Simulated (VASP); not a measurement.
Input of a VASP 6.6.1 run:

INCAR

```
SYSTEM = NiI2
  ALGO = Normal
  EDIFF = 1E-7
  ENCUT = 520
  GGA = CA
  ISIF = 2
  ISMEAR = 0
  ISPIN = 2
  LASPH = .TRUE.
  LCHARG = .TRUE.
  LDAU = .TRUE.
  LDAUJ = 0.9 0
  LDAUL = 2 -1
  LDAUPRINT = 1
  LDAUTYPE = 1
  LDAUU = 8 0
  LELF = .TRUE.
  LMAXMIX = 4
  LORBIT = 11
  LREAL = .FALSE.
  LVHAR = .TRUE.
  LWAVE = .FALSE.
  MAGMOM = 2 0 0
  NBANDS = 23
  NELM = 150
  PREC = Accurate
  SIGMA = 0.05
```

The input KPOINTS:

```
k-points
0
G
  6 6 6
  0 0 0
```

POSCAR

```
NiI2
1.0
    1.9475001100      1.1243897100      6.5433296000
   -1.9475001100      1.1243897100      6.5433296000
    0.0000000000     -2.2487794200      6.5433296000
Ni I
1 2
Direct
    0.0000000000      0.0000000000      0.0000000000
    0.2500000000      0.2500000000      0.2500000000
    0.7500000000      0.7500000000      0.7500000000
```

Potentials or basis: VASP PAW LDA potentials, release 64 (Ni, I).

The run is started by

```sh
$ cat potpaw_LDA.64/Ni/POTCAR potpaw_LDA.64/I/POTCAR > POTCAR
$ mpirun -np 1 vasp_std > vasp.out
```

(1) What does it give for the largest force?

(2) Estimate the band gap on the k mesh.

(3) What does it give for the net moment?

(4) What does it give for the pressure?

Answers

(1) 0.823 eV/Å.

(2) 1.37 eV (least direct gap 1.52 eV).

(3) 2.00 μB per cell.

(4) -3.0 GPa.

Caveat: spin-orbit coupling is left out, which moves the levels of the heavy elements.
